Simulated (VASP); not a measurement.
C:

```
C
1.0
     0.00000    1.78337    1.78337
     1.78337    0.00000    1.78337
     1.78337    1.78337    0.00000
C
2
Direct
  0.75000 0.75000 0.75000
  0.50000 0.50000 0.50000
```

```yaml
Program: VASP 6.6.1
Task: relaxation of cell and atoms
Functional: PBEsol
Dispersion: D4
Potentials_or_basis: VASP PAW PBE potentials, release 64 (C)
Cutoff: 600 eV
k_mesh: 13 × 13 × 13
Occupations: fermi-dirac, width 0.05 eV
Spin: no spin polarisation
```

At the start: pressure -7.4 GPa; volume 5.67 Å³/atom.

**Question.** How do energy, volume and symmetry change on relaxing?

**Answer.** Over 3 steps the energy falls by 2.2 meV/atom and the volume is 5.58 Å³/atom (-1.7 %); space group Fd-3m (No. 227, to 0.05 Å).

Step by step:
| step | energy change (eV) | largest force (eV/Å) | pressure (GPa) | volume (Å³) |
| --- | --- | --- | --- | --- |
| 1 | 0.0000 | 0.0000 | -7.43 | 11.34 |
| 2 | 0.0029 | 0.0000 | 10.17 | 10.92 |
| 3 | -0.0045 | 0.0000 | -0.03 | 11.16 |

Final structure:
```yaml
crystal:
  lattice:
    - [0.00000, 1.77343, 1.77343]
    - [1.77343, 0.00000, 1.77343]
    - [1.77343, 1.77343, 0.00000]
  atoms:
    - { symbol: C, position: [0.75000, 0.75000, 0.75000] }
    - { symbol: C, position: [0.50000, 0.50000, 0.50000] }
```

The cell as given is a measured one (5.67 Å³/atom); PBEsol+D4 puts the equilibrium volume -1.7 % from it, thermal expansion not counted.

Caveat: the PAW data sets were made with another functional, which shifts forces and pressure a little.
